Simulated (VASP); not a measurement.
Write the native input for VASP 6.6.1 that does the following.

* Task: single point
* Functional: PBE
* Potentials or basis: VASP PAW PBE potentials, release 64 (Ca_sv, Cu, C)
* Cutoff: 520 eV
* k mesh: 6 × 6 × 6
* Occupations: gaussian, width 0.1 eV
* Spin: no spin polarisation
* Dipole correction: no
* Further INCAR settings: ALGO = Normal; EDIFF = 1e-07; NBANDS = 34

The structure of CaCu3C2 lies in POSCAR:

```
CaCu3C2
1.0
    5.3158421400      0.0000000000      0.0000000000
   -2.6579210700      4.6036543300      0.0000000000
    0.0000000000      0.0000000000      3.5309647200
Ca Cu C
1 3 2
Direct
    0.0000000000      0.0000000000      0.0000000000
    0.0000000000      0.5000000000      0.5000000000
    0.5000000000      0.5000000000      0.5000000000
    0.5000000000      0.0000000000      0.5000000000
    0.3333333300      0.6666666700      0.0000000000
    0.6666666700      0.3333333300      0.0000000000
```

The cell was generated, and may not be a known phase.

One way to write it, as run:

INCAR

```
  PREC = Accurate
  ENCUT = 520
  EDIFF = 1E-7
  ISMEAR = 0
  SIGMA = 0.1
  LREAL = False
  LASPH = True
  NELM = 80
  ALGO = Normal
  ISIF = 2
  LWAVE = False
  LCHARG = True
  GGA = PE
  LELF = True
  LVHAR = True
  NBANDS = 34
```

KPOINTS

```
regular mesh
0
Gamma
  6 6 6
```

Potentials or basis: VASP PAW PBE potentials, release 64 (Ca_sv, Cu, C).

The run is started by

```bash
$ cat potpaw_PBE.64/Ca_sv/POTCAR potpaw_PBE.64/Cu/POTCAR potpaw_PBE.64/C/POTCAR > POTCAR
$ mpirun -np 1 vasp_std > vasp.out
```

It gave:

```json
{"Pressure": "-15.6 GPa", "Band gap on the k mesh": "zero (an odd number of electrons rules out a gap without spin polarisation)"}
```

Caveat: the stress differs along the axes, from -22 to -13 GPa.

Run time: 2.6 min on 1 thread of Oxide Virtual Turin-like Processor, with other jobs on the host, peak memory 0.21 GiB.
